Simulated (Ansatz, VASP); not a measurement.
## One calculation of Br, two programs

```
Br
1.0
     3.07850    0.00000    0.00000
     0.00000    3.07850    0.00000
     0.00000    0.00000    3.07850
Br
1
Direct
  0.00000 0.00000 0.00000
```

Alike in both runs: task relaxation of cell and atoms; functional r2SCAN; k mesh 14 × 14 × 14; occupations gaussian, width 0.1 eV; no spin polarisation.

|  | VASP | Ansatz |
| --- | --- | --- |
| version | VASP 6.6.1 | Ansatz 0.2.0 |
| potentials or method | VASP PAW PBE potentials, release 64 (Br), cutoff 600 eV | scalar-relativistic, plane waves, PAW |
| valence electrons in the cell | 7 | 7 |

```tsv
	VASP	Ansatz	Ansatz less VASP
gap on the k mesh at the Fermi level, each at its own relaxed structure (eV)	none	none	-
relaxed volume (Å³/atom)	29.18	29.18	0.000
relaxed length of the cell vector where the two differ most in proportion (Å)	3.079	3.079	0.0000
```

VASP's potentials were made for PBE, not for r2SCAN. A gap of «none» marks a metal or a gap that the smearing closes.

Noted on VASP's run: the relaxation stopped at its first step, so nothing moved.
